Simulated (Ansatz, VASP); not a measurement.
**One calculation of Sr, two programs**

Contents of INCAR:

```
SYSTEM = Sr
PREC = Accurate ; ENCUT = 520
EDIFF = 1E-6 ; ISMEAR = -1
SIGMA = 0.08 ; LREAL = .False.
LASPH = .True. ; NELM = 100
ALGO = Normal ; ISIF = 2
LWAVE = .False. ; LCHARG = .True.
GGA = PE ; LELF = .True.
LVHAR = .True. ; NBANDS = 17
```

Contents of KPOINTS:

```
regular mesh
0
Gamma
  11 11 11
  0 0 0
```

Contents of POSCAR:

```
Sr
1.0
    0.0000000000      4.8724079583      4.8724079583
    4.8724079583      0.0000000000      4.8724079583
    4.8724079583      4.8724079583      0.0000000000
Sr
2
Direct
    0.0000000000      0.0000000000      0.0000000000
    0.2500000000      0.2500000000      0.2500000000
```

Input for Ansatz:

```yaml
crystal:
  lattice:
    - [0.0, 4.8724079583, 4.8724079583]
    - [4.8724079583, 0.0, 4.8724079583]
    - [4.8724079583, 4.8724079583, 0.0]
  atoms:
    - { symbol: Sr, position: [0.0, 0.0, 0.0] }
    - { symbol: Sr, position: [0.25, 0.25, 0.25] }
kpoints:
  mp_grid: { grid: [11, 11, 11] }
scf:
  occupations: { method: fermi_dirac, width: 0.08 }
hamiltonian:
  xc: pbe
  pseudopotentials: { kind: all_electron, lapw: { basis_error: 0.00025 } }
output:
  forces: true
  stress: true
  eigenvalues: true
```

Change from the starting cell: volume scaled by 1.04.

Alike in both runs: task single point; functional PBE; k mesh 11 × 11 × 11; occupations fermi-dirac, width 0.08 eV; no spin polarisation.

|  | VASP | Ansatz |
| --- | --- | --- |
| version | VASP 6.6.1 | Ansatz 0.2.0 |
| potentials or method | VASP PAW PBE potentials, release 64 (Sr_sv), cutoff 520 eV | all-electron LAPW, scalar-relativistic |

|  | VASP | Ansatz | Ansatz less VASP |
| --- | --- | --- | --- |
| pressure (GPa) | -0.1 | -0.1 | 0.00 |

Ansatz ran all-electron here, and VASP with PAW potentials.
